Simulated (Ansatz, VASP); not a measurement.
Hf4O3 in VASP and in Ansatz

```xyz
7
Lattice="5.3160 0.0000 -0.0145 0.0000 3.2040 0.0000 -0.0156 0.0000 5.6236" Properties=species:S:1:pos:R:3 pbc="T T T"
Hf    1.4426    0.0000    1.9045
Hf    3.8578    0.0000    3.7046
Hf    1.3353    1.6020    4.7231
Hf    3.9651    1.6020    0.8860
O     2.6580    0.0000   -0.0073
O     0.0000    0.0000    0.0000
O    -0.0078    1.6020    2.8118
```

Alike in both runs: functional PBE; k mesh 3 × 5 × 3; occupations gaussian, width 0.2 eV; no spin polarisation.

Ansatz relaxed the structure, and its values are those at the end. VASP's run is a single point on that final structure, the one shown.

|  | VASP | Ansatz |
| --- | --- | --- |
| version | VASP 6.6.1 | Ansatz 0.2.0 |
| potentials or method | VASP PAW PBE potentials, release 64 (Hf_pv, O), cutoff 520 eV | scalar-relativistic, plane waves, PAW |
| valence electrons in the cell | 58 | 122 |

|  | VASP | Ansatz | Ansatz less VASP |
| --- | --- | --- | --- |
| gap on the k mesh at the Fermi level (eV) | none | none | - |
| pressure (GPa) | -2.1 | 0.1 | +2.16 |
| rms of the force components (eV/Å) | 0.020 | 0.019 | -0.0005 |

A gap of «none» marks a metal or a gap that the smearing closes. The functional is the same, so the differences come from potentials, cutoffs and numerics. VASP's potentials hold 58 valence electrons a cell and Ansatz's 122, so a difference there can come from the potentials and not from the codes.

The k mesh is coarse, so the values compare programs but aren't converged. Neither program's run includes spin-orbit coupling.
